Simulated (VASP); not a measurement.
Wanted: the native input for a VASP 6.6.1 run.

```
Task                   : single point
Functional             : PBE
Potentials or basis    : VASP PAW PBE potentials, release 64 (Zr_sv, C)
Cutoff                 : 520 eV
k mesh                 : 18 × 18 × 18
Occupations            : gaussian, width 0.1 eV
Spin                   : no spin polarisation
Dipole correction      : no
Further INCAR settings : ALGO = Normal; EDIFF = 1e-07; NBANDS = 15
```

The structure of ZrC lies in POSCAR:

```
ZrC
1.0
    3.2696743436      0.0000000000      0.0000000000
   -1.6348371718      2.8316210437      0.0000000000
    0.0000000000      0.0000000000      2.9400187642
Zr C
1 1
Direct
    0.0000000000      0.0000000000      0.0000000000
    0.6666666667      0.3333333333      0.5000000000
```

The input as run:

INCAR

```
SYSTEM = ZrC
  ALGO = Normal
  EDIFF = 1E-7
  ENCUT = 520
  GGA = PE
  ISIF = 2
  ISMEAR = 0
  LASPH = .True.
  LCHARG = .False.
  LREAL = .False.
  LWAVE = .False.
  NBANDS = 15
  NELM = 60
  PREC = Accurate
  SIGMA = 0.1
```

KPOINTS

```
k-points
0
Gamma
  18 18 18
  0 0 0
```

Potentials or basis: VASP PAW PBE potentials, release 64 (Zr_sv, C).

Command:

```sh
$ cat potpaw_PBE.64/Zr_sv/POTCAR potpaw_PBE.64/C/POTCAR > POTCAR
$ mpirun -np 1 vasp_std > vasp.out
```

Results of the run:

```
Pressure               : 0.2 GPa
Band gap on the k mesh : zero (band 8 reaches 9.23 eV, above the bottom of band 9 at 8.83 eV)
```

It took 82 s on 1 thread of Intel(R) Xeon(R) Platinum 8259CL CPU @ 2.50GHz (Skylake/Cascade Lake), with other jobs on the host, peak memory 0.26 GiB.
